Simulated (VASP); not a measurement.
# B (P4/mmm) in VASP: a series of runs, part 2 of 2

VASP 6.6.1.

### 4 Relaxation of cell and atoms, PBE

Contents of INCAR:

```
SYSTEM = B
ALGO = Normal
EDIFF = 1E-6
EDIFFG = -0.04
ENCUT = 600
GGA = PE
IBRION = 2
ISIF = 3
ISMEAR = 0
LASPH = .True.
LCHARG = .False.
LREAL = .False.
LWAVE = .False.
NELM = 80
NSW = 90
PREC = Accurate
SIGMA = 0.1
```

Contents of KPOINTS:

```
k-points
0
Gamma
  6 6 6
  0 0 0
```

Contents of POSCAR:

```
B
1.0
    2.5144252900      0.0000000000      0.0000000000
    0.0000000000      2.5144252900      0.0000000000
    0.0000000000      0.0000000000      3.4934904900
B
3
Direct
    0.5000000000      0.5000000000      0.2196885000
    0.5000000000      0.5000000000      0.7803115000
    0.0000000000      0.0000000000      0.0000000000
```

Potentials or basis: VASP PAW PBE potentials, release 64 (B).

Run with:

```console
cat potpaw_PBE.64/B/POTCAR > POTCAR
mpirun -np 1 vasp_std > vasp.out
```

OUTCAR:

```text
SYSTEM = B
   EDIFF = 1E-6
   EDIFFG = -0.04
   ENCUT = 600
   GGA = PE
   IBRION = 2
   ISIF = 3
   ISMEAR = 0
   LASPH = .True.
   LREAL = .False.
   NELM = 80
   NSW = 90
   PREC = Accurate

 ion  position               nearest neighbor table
   1  0.500  0.500  0.220-   2 1.53   3 1.94   3 1.94   3 1.94   3 1.94   2 1.96
   2  0.500  0.500  0.780-   1 1.53   3 1.94   3 1.94   3 1.94   3 1.94   1 1.96
   3  0.000  0.000  0.000-   1 1.94   2 1.94   1 1.94   2 1.94   1 1.94   2 1.94   1 1.94   2 1.94

  LATTYP: Found a simple tetragonal cell.
 ALAT       =     2.5144252900
 C/A-ratio  =     1.3893793162

  Lattice vectors:

 A1 = (   2.5144252900,   0.0000000000,   0.0000000000)
 A2 = (   0.0000000000,   2.5144252900,   0.0000000000)
 A3 = (   0.0000000000,   0.0000000000,   3.4934904900)

Analysis of symmetry for initial positions (statically):
=====================================================================
 Subroutine PRICEL returns:
 Original cell was already a primitive cell.

 Routine SETGRP: Setting up the symmetry group for a
 simple tetragonal supercell.

 Subroutine GETGRP returns: Found 16 space group operations
 (whereof 16 operations were pure point group operations)
 out of a pool of 16 trial point group operations.

The static configuration has the point symmetry D_4h.

Analysis of symmetry for dynamics (positions and initial velocities):
=====================================================================
 Subroutine PRICEL returns:
 Original cell was already a primitive cell.

 Routine SETGRP: Setting up the symmetry group for a
 simple tetragonal supercell.

 Subroutine GETGRP returns: Found 16 space group operations
 (whereof 16 operations were pure point group operations)
 out of a pool of 16 trial point group operations.
[... 133 lines left out ...]
   LRPA    =     F    only Hartree local field effects (RPA)
 conjugate gradient relaxation of ions
 non-spin polarized calculation
 Gauss-broadening in eV      SIGMA  =   0.10
  energy-cutoff  :      600.00
  volume of cell :       22.09
 maximum number of plane-waves:       760
   NGX = 11   NGY = 11   NGZ = 13

--------------------------------------- Ionic step        1  -------------------------------------------

 number of electron       8.9999999 magnetization

 Free energy of the ion-electron system (eV)
  ---------------------------------------------------
  ext. energy  EPLUGINS =         0.00000000
  ---------------------------------------------------
  free energy    TOTEN  =       -16.49742650 eV

  energy without entropy =      -16.49112275  energy(sigma->0) =      -16.49427463

------------------------ aborting loop because EDIFF is reached ----------------------------------------

  FORCE on cell =-STRESS in cart. coord.  units (eV):
  Direction    XX          YY          ZZ          XY          YZ          ZX
  --------------------------------------------------------------------------------------
  -------------------------------------------------------------------------------------
  Total       -0.0621376     -0.0621376      1.5304206      0.0000000      0.0000000      0.0000000
  in kB       -4.5074191     -4.5074191    111.0156831      0.0000000      0.0000000      0.0000000
  external PRESSURE =      34.0002816 kB  Pullay stress =       0.0000000 kB
[... 283 lines left out ...]
--------------------------------------- Ionic step        9  -------------------------------------------

 number of electron       9.0000000 magnetization

 Free energy of the ion-electron system (eV)
  ---------------------------------------------------
  ext. energy  EPLUGINS =         0.00000000
  ---------------------------------------------------
  free energy    TOTEN  =       -17.08507334 eV

  energy without entropy =      -17.07986915  energy(sigma->0) =      -17.08247125

 E-fermi :   6.7680     XC(G=0): -12.0343

 val. band max:        6.6865033499   @ k =   0.3333   0.1667   0.3333
 cond. band min:       6.7740614226   @ k =   0.5000   0.3333   0.3333
 fundamental gap:      0.0875580727
 Fermi energy:         6.7679757623

 k-point     1 :       0.0000    0.0000    0.0000
  band No.  band energies     occupation
      1      -9.4419      2.00000
      2       0.3217      2.00000
      3       2.0793      2.00000
      4       6.5900      1.98816
      5       6.5900      1.98816
      6      15.1499      0.00000
      7      16.7490      0.00000
      8      16.7863      0.00000
[... 243 lines left out ...]
 k-point    24 :       0.5000    0.0000    0.3333
  band No.  band energies     occupation
      1      -4.6760      2.00000
      2      -2.9933      2.00000
      3       0.4767      2.00000
      4       1.6709      2.00000
      5      12.1165      0.00000
      6      12.9124      0.00000
      7      13.3938      0.00000
      8      15.6906      0.00000

 [... further k-points ...]

------------------------ aborting loop because EDIFF is reached ----------------------------------------

  FORCE on cell =-STRESS in cart. coord.  units (eV):
  Direction    XX          YY          ZZ          XY          YZ          ZX
  --------------------------------------------------------------------------------------
  -------------------------------------------------------------------------------------
  Total        0.0137345      0.0137345     -0.0209563      0.0000000      0.0000000     -0.0000000
  in kB        1.0425066      1.0425066     -1.5906774      0.0000000      0.0000000     -0.0000000
  external PRESSURE =       0.1647786 kB  Pullay stress =       0.0000000 kB
[... 18 lines left out ...]
  FREE ENERGIE OF THE ION-ELECTRON SYSTEM (eV)
  ---------------------------------------------------
  free  energy   TOTEN  =       -17.0850733400 eV

  energy  without entropy=      -17.0798691502  energy(sigma->0) =      -17.08247125

 reached required accuracy - stopping structural energy minimisation
```

CONTCAR:

```text
B
   1.00000000000000
     2.4811396949146700   -0.0000000000000000   -0.0000000000000000
    -0.0000000000000000    2.4811396949146700    0.0000000000000000
    -0.0000000000000000    0.0000000000000000    3.4287938289749067
  B
     3
Direct
     0.5000000000000000    0.5000000000000000    0.2518700938734242
     0.5000000000000000    0.5000000000000000    0.7481299061265757
     0.0000000000000000    0.0000000000000000    0.0000000000000000

  0.00000000E+00  0.00000000E+00  0.00000000E+00
  0.00000000E+00  0.00000000E+00  0.00000000E+00
  0.00000000E+00  0.00000000E+00  0.00000000E+00
```

Run time: 25 s. Hardware: 1 thread of Intel Xeon Platinum 8488C (Sapphire Rapids), shared host; peak memory 0.12 GiB.

Results:

| Item | Value |
| --- | --- |
| Free energy | -17.0851 eV |
| Relaxed volume | 7.04 Å³/atom |
| Relaxed cell | a = 2.481 Å, b = 2.481 Å, c = 3.429 Å, α = 90.00°, β = 90.00°, γ = 90.00° |
| Space group after relaxing (to 0.1 Å) | P4/mmm (No. 123) |
| Energy gained by relaxing | 195.9 meV/atom |
| Ionic steps | 9 |
| Pressure after relaxing | 0.0 GPa |
| Largest force after relaxing | 0.005 eV/Å |
| Band gap on the k mesh | zero (an odd number of electrons rules out a gap without spin polarisation) |

Forces on the atoms (eV/Å):
```
B    0.000  0.000 -0.005
B    0.000  0.000  0.005
B    0.000  0.000  0.000
```

Step by step:
| step | energy change (eV) | largest force (eV/Å) | pressure (GPa) | volume (Å³) |
| --- | --- | --- | --- | --- |
| 1 | 0.0000 | 5.1807 | 3.40 | 22.09 |
| 2 | 0.2095 | 6.1326 | -7.48 | 22.59 |
| 3 | -0.5258 | 0.3309 | -11.78 | 22.32 |
| 4 | -0.5306 | 0.1436 | -11.49 | 22.30 |
| 5 | -0.5593 | 1.1133 | 3.93 | 20.83 |
| 6 | -0.5809 | 0.5241 | -2.59 | 21.38 |
| 7 | -0.5794 | 0.6782 | 1.62 | 20.99 |
| 8 | -0.5872 | 0.0360 | -0.71 | 21.19 |
| 9 | -0.5876 | 0.0050 | 0.02 | 21.11 |

Final structure:
```xyz
3
Lattice="2.4811 0.0000 0.0000 0.0000 2.4811 0.0000 0.0000 0.0000 3.4288" Properties=species:S:1:pos:R:3 pbc="T T T"
B     1.2406    1.2406    0.8636
B     1.2406    1.2406    2.5652
B     0.0000    0.0000    0.0000
```

Levels at points of the mesh, in eV from the Fermi level:
```tsv
k point	band 1	band 2	band 3	band 4	band 5	band 6	band 7	band 8
(0.00, 0.00, 0.00)	-16.21	-6.45	-4.69	-0.18	-0.18	8.38	9.98	10.02
(0.50, 0.00, 0.00)	-11.99	-10.70	-4.32	-2.04	2.86	4.22	5.75	5.96
(0.50, 0.50, 0.00)	-7.85	-7.85	-6.24	-2.68	-2.25	3.41	3.61	3.61
(0.00, 0.00, 0.50)	-15.04	-11.43	0.89	0.89	2.97	5.86	5.86	6.17
(0.50, 0.00, 0.50)	-11.20	-9.23	-6.88	-6.11	6.21	6.23	7.65	9.28
(0.50, 0.50, 0.50)	-6.65	-6.65	-5.72	-3.36	-1.54	-1.49	-1.49	0.86
```

Caveat: the k points lie up to 0.42 Å⁻¹ apart in the final cell, too coarse for converged energies and pressures of a metal.

### 5 Single point, PBE

This run uses another cell than the first one, of 6.94 Å³/atom.

Contents of INCAR:

```
PREC     = Accurate       # precision mode
ENCUT    = 520            # plane-wave cutoff, eV
EDIFF    = 1E-6           # SCF threshold, eV
ISMEAR   = 0              # smearing method
SIGMA    = 0.1            # smearing width, eV
LREAL    = False          # projectors in reciprocal space
LASPH    = True           # aspherical terms in the spheres
NELM     = 60             # most SCF steps
ALGO     = Normal         # electronic algorithm
ISIF     = 2              # what is computed and relaxed
LWAVE    = False          # write WAVECAR
LCHARG   = True           # write CHGCAR
GGA      = PE             # functional
LELF     = True           # ELF
LVHAR    = True         
NBANDS   = 12             # bands
```

Contents of KPOINTS:

```
Automatic mesh
0
Gamma
  18 18 14
```

Contents of POSCAR:

```
B
1.0
    2.4438271847      0.0000000000      0.0000000000
    0.0000000000      2.4438271847      0.0000000000
    0.0000000000      0.0000000000      3.4845446884
B
3
Direct
    0.5000000000      0.5000000000      0.2561316685
    0.5000000000      0.5000000000      0.7438683315
    0.0000000000      0.0000000000      0.0000000000
```

Run with:

```console
cat potpaw_PBE.64/B/POTCAR > POTCAR
mpirun -np 1 vasp_std > vasp.out
```

It took 49 s on 1 thread of Intel Xeon Platinum 8488C (Sapphire Rapids), shared host; peak memory 0.19 GiB.

Results (log left out):

* Free energy: -17.0821 eV
* Pressure: 0.0 GPa
* Largest force: 0.008 eV/Å
* Band gap on the k mesh: zero (an odd number of electrons rules out a gap without spin polarisation)

Forces on the atoms (eV/Å):
```
B    0.000  0.000  0.008
B    0.000  0.000 -0.008
B    0.000  0.000  0.000
```

Levels at points of the mesh, in eV from the Fermi level:
```tsv
k point	band 1	band 2	band 3	band 4	band 5	band 6	band 7	band 8	band 9
(0.00, 0.00, 0.00)	-16.51	-6.79	-5.42	0.05	0.05	9.05	9.88	9.88	10.19
(0.50, 0.00, 0.00)	-12.12	-10.89	-4.46	-2.61	2.28	4.65	5.19	6.17	11.13
(0.50, 0.50, 0.00)	-7.97	-7.97	-6.01	-2.60	-2.16	3.11	3.11	3.14	7.25
(0.00, 0.00, 0.50)	-15.41	-11.78	1.07	1.07	2.32	5.90	5.90	6.35	11.68
(0.50, 0.00, 0.50)	-11.40	-9.47	-6.96	-6.48	6.39	6.66	7.77	8.35	9.64
(0.50, 0.50, 0.50)	-6.83	-6.83	-5.53	-3.19	-1.77	-1.77	-1.53	0.78	12.53
```

### 6 Relaxation of cell and atoms, PBE

This run uses another cell than the first one, of 7.04 Å³/atom.

Contents of INCAR:

```
SYSTEM = B
PREC = Accurate
ENCUT = 600
EDIFF = 1E-6
ISMEAR = 0
SIGMA = 0.1
LREAL = .FALSE.
LASPH = .TRUE.
NELM = 100
ALGO = Normal
ISIF = 3
LWAVE = .FALSE.
LCHARG = .FALSE.
GGA = PE
IBRION = 2
NSW = 100
EDIFFG = -0.01
```

Contents of KPOINTS:

```
Automatic mesh
0
G
  18 18 14
  0 0 0
```

Contents of POSCAR:

```
B
1.0
    2.4820172821      0.0000000000      0.0000000000
    0.0000000000      2.4820172821      0.0000000000
    0.0000000000      0.0000000000      3.4286219894
B
3
Direct
    0.5000000000      0.5000000000      0.2517846660
    0.5000000000      0.5000000000      0.7482153340
    0.0000000000      0.0000000000      0.0000000000
```

Potentials or basis: VASP PAW PBE potentials, release 64 (B).

Run with:

```console
cat potpaw_PBE.64/B/POTCAR > POTCAR
mpirun -np 1 vasp_std > vasp.out
```

Wall time 2.1 min (1 thread of Intel Xeon Platinum 8488C (Sapphire Rapids), shared host); peak memory 0.18 GiB.

Results (log left out):

```yaml
Free_energy: -17.0854 eV
Relaxed_volume: 6.93 Å³/atom
Relaxed_cell: a = 2.443 Å, b = 2.443 Å, c = 3.485 Å, α = 90.00°, β = 90.00°, γ = 90.00°
Space_group_after_relaxing_to_0.1_Å: P4/mmm (No. 123)
Energy_gained_by_relaxing: 6.9 meV/atom
Ionic_steps: 7
Pressure_after_relaxing: 0.0 GPa
Band_gap_on_the_k_mesh: zero (an odd number of electrons rules out a gap without spin polarisation)
```

Step by step:
```csv
step,energy change (eV),largest force (eV/Å),pressure (GPa),volume (Å³)
1,0.0000,0.3101,-0.62,21.12
2,-0.0167,0.1233,-1.52,21.04
3,-0.0174,0.2216,-1.66,21.02
4,-0.0188,0.1805,0.07,20.76
5,-0.0205,0.0140,-0.70,20.86
6,-0.0206,0.0081,0.39,20.77
7,-0.0206,0.0001,0.00,20.80
```

Final structure:
```
B
1.0
     2.44329    0.00000    0.00000
     0.00000    2.44329    0.00000
     0.00000    0.00000    3.48475
B
3
Direct
  0.50000 0.50000 0.25621
  0.50000 0.50000 0.74379
  0.00000 0.00000 0.00000
```

Levels at points of the mesh, in eV from the Fermi level:
| k point | band 2 | band 3 | band 4 | band 5 | band 6 | band 7 |
| --- | --- | --- | --- | --- | --- | --- |
| (0.00, 0.00, 0.00) | -6.80 | -5.43 | 0.05 | 0.05 | 9.06 | 9.88 |
| (0.50, 0.00, 0.00) | -10.89 | -4.46 | -2.62 | 2.27 | 4.65 | 5.19 |
| (0.50, 0.50, 0.00) | -7.97 | -6.00 | -2.60 | -2.16 | 3.10 | 3.10 |
| (0.00, 0.00, 0.50) | -11.78 | 1.07 | 1.07 | 2.31 | 5.90 | 5.90 |
| (0.50, 0.00, 0.50) | -9.47 | -6.97 | -6.49 | 6.39 | 6.66 | 7.77 |
| (0.50, 0.50, 0.50) | -6.83 | -5.52 | -3.19 | -1.77 | -1.77 | -1.52 |

### 7 The runs side by side

| task | cell | k mesh | cutoff (eV) | gap on the mesh (eV) | pressure (GPa) | relaxed volume (Å³/atom) | largest force (eV/Å) |
| --- | --- | --- | --- | --- | --- | --- | --- |
| single point | a = 2.514, b = 2.514, c = 3.493 Å, 3 atoms, atomic positions A | 6 × 6 × 6 | 520 | none | 3.4 | - | 5.18 |
| single point | a = 2.482, b = 2.482, c = 3.429 Å, 3 atoms, atomic positions B | 6 × 6 × 6 | 520 | none | -0.1 | - | 0.01 |
| relaxation of cell and atoms | relaxed from a = 2.514, b = 2.514, c = 3.493 Å, 3 atoms, atomic positions A | 6 × 6 × 6 | 600 | none | 0.0 | 7.04 | - |
| single point | a = 2.444, b = 2.444, c = 3.485 Å, 3 atoms, atomic positions C | 18 × 18 × 14 | 520 | none | 0.0 | - | 0.01 |
| relaxation of cell and atoms | relaxed from a = 2.482, b = 2.482, c = 3.429 Å, 3 atoms, atomic positions B | 18 × 18 × 14 | 600 | none | 0.0 | 6.93 | - |

Alike in all rows: level PBE; potentials or basis VASP PAW PBE potentials, release 64 (B); no spin polarisation; smearing gaussian 0.1 eV.

Caveats: some runs use coarse meshes; forces of over 1 eV/Å act on the atoms, so gaps and moduli don't describe the material at rest (at least some runs).

Absolute energies hang on the potentials; compare differences alone.
